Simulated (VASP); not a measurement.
Write the native input for VASP 6.6.1 that does the following.

```yaml
Task: single point
Functional: PBEsol
Potentials_or_basis: VASP PAW PBE potentials, release 64 (Li_sv)
Cutoff: 520 eV
k_mesh: 9 × 9 × 9
Occupations: fermi-dirac, width 0.02 eV
Spin: no spin polarisation
Dipole_correction: no
Further_INCAR_settings: ALGO = Normal; EDIFF = 1e-06; NBANDS = 8
```

The structure of Li lies in POSCAR:

```
Li
1.0
   -1.7148791909      1.7148791909      1.7148791909
    1.7148791909     -1.7148791909      1.7148791909
    1.7148791909      1.7148791909     -1.7148791909
Li
1
Direct
    0.0000000000      0.0000000000      0.0000000000
```

The input as run:

INCAR

```
PREC = Accurate ; ENCUT = 520
EDIFF = 1E-6 ; ISMEAR = -1
SIGMA = 0.02 ; LREAL = False
LASPH = True ; NELM = 60
ALGO = Normal ; ISIF = 2
LWAVE = False ; LCHARG = True
GGA = PS ; LELF = True
LVHAR = True ; NBANDS = 8
```

KPOINTS

```
regular mesh
0
Gamma
  9 9 9
```

Potentials or basis: VASP PAW PBE potentials, release 64 (Li_sv).

Run with:

```console
$ cat potpaw_PBE.64/Li_sv/POTCAR > POTCAR
$ mpirun -np 1 vasp_std > vasp.out
```

Results of the run:

```json
{
  "Band gap on the k mesh": "zero (an odd number of electrons rules out a gap without spin polarisation)"
}
```

Run time: 7.9 s on 1 thread of Intel Xeon 8259CL, with other jobs on the host, peak memory 0.13 GiB.
